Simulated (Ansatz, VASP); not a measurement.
# Te2Mo in VASP and in Ansatz

File INCAR:

```
PREC = Accurate
ENCUT = 520
EDIFF = 1E-6
ISMEAR = 0
SIGMA = 0.05
LREAL = False
LASPH = True
NELM = 100
ALGO = Normal
ISIF = 2
LWAVE = False
LCHARG = False
LDIPOL = True
IDIPOL = 3
DIPOL = 0.5 0.5 0.402
GGA = PE
IVDW = 12
NBANDS = 35
```

Contents of KPOINTS:

```
Automatic mesh
0
Gamma
  9 9 1
```

File POSCAR:

```
Te2Mo
1.0
    3.5038816881      0.0000000000      0.0000000000
   -1.7519408440      3.0344505538      0.0000000000
    0.0000000000      0.0000000000     24.7677198395
Te Mo
4 2
Direct
    0.3333333333      0.6666666667      0.1816881017
    0.3333333333      0.6666666667      0.3284056818
    0.6666666667      0.6666666667      0.4757749198
    0.6666666667      0.6666666667      0.6224924999
    0.6666666667      0.3333333333      0.2550468917
    1.0000000000      0.3333333333      0.5491337098
```

Input for Ansatz:

```yaml
crystal:
  lattice:
    - [3.5038816881, 0.0, 0.0]
    - [-1.751940844, 3.0344505538, 0.0]
    - [0.0, 0.0, 24.7677198395]
  atoms:
    - { symbol: Te, position: [0.3333333333, 0.6666666667, 0.1816881017] }
    - { symbol: Mo, position: [0.6666666667, 0.3333333333, 0.2550468917] }
    - { symbol: Te, position: [0.3333333333, 0.6666666667, 0.3284056818] }
    - { symbol: Te, position: [0.6666666667, 0.6666666667, 0.4757749198] }
    - { symbol: Mo, position: [1.0, 0.3333333333, 0.5491337098] }
    - { symbol: Te, position: [0.6666666667, 0.6666666667, 0.6224924999] }
basis:
  ecutwfc: 420
kpoints:
  mp_grid: { grid: [9, 9, 1] }
hamiltonian:
  xc: pbe
  pseudopotentials: { kind: paw, azcp: { folder: soft_1 } }
  dispersion: d3bj
scf:
  occupations: { method: gaussian, width: 0.05 }
output:
  forces: true
  eigenvalues: true
efield:
  axis: 3
  dipole_correction: true
  ramp_width: 0.04
```

Alike in both runs: task single point; functional PBE; dispersion D3(BJ); k mesh 9 × 9 × 1; occupations gaussian, width 0.05 eV; no spin polarisation.

```csv
,VASP,Ansatz
version,VASP 6.6.1,Ansatz 0.2.0
potentials or method,"VASP PAW PBE potentials, release 64 (Te, Mo_sv), cutoff 520 eV","scalar-relativistic, plane waves, PAW"
valence electrons in the cell,52,92
```

|  | VASP | Ansatz | Ansatz less VASP |
| --- | --- | --- | --- |
| gap on the k mesh at the Fermi level (eV) | 1.11 | 1.10 | -0.004 |
| least direct gap on the mesh (eV) | 1.16 | 1.16 | 0.000 |
| rms of the force components (eV/Å) | 0.027 | 0.027 | 0.0000 |

VASP's potentials hold 52 valence electrons a cell and Ansatz's 92, so a difference there can come from the potentials and not from the codes.

Neither program's run includes spin-orbit coupling.
